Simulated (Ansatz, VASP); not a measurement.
KMgF3: VASP beside Ansatz

```
K Mg F
1.0
     4.05419    0.00000    0.00000
     0.00000    4.05419    0.00000
     0.00000    0.00000    4.05419
K Mg F
1 1 3
Direct
  0.50000 0.50000 0.50000
  0.00000 0.00000 0.00000
  0.50000 0.00000 0.00000
  0.00000 0.50000 0.00000
  0.00000 0.00000 0.50000
```

Alike in both runs: task single point; functional PBE; k mesh 6 × 6 × 6; no spin polarisation.

|  | VASP | Ansatz |
| --- | --- | --- |
| version | VASP 6.6.1 | Ansatz 0.2.0 |
| potentials or method | VASP PAW PBE potentials, release 64 (K_sv, Mg, F) | plane waves, PAW |
| plane-wave cutoff (eV) | 520 | 420 |
| occupations | gaussian, width 0.01 eV | fixed |
| valence electrons in the cell | 32 | 40 |

```csv
,VASP,Ansatz,Ansatz less VASP
gap on the k mesh at the Fermi level (eV),6.93,6.96,+0.031
pressure (GPa),-0.4,0.0,+0.42
```

VASP's potentials hold 32 valence electrons a cell and Ansatz's 40, so a difference there can come from the potentials and not from the codes.
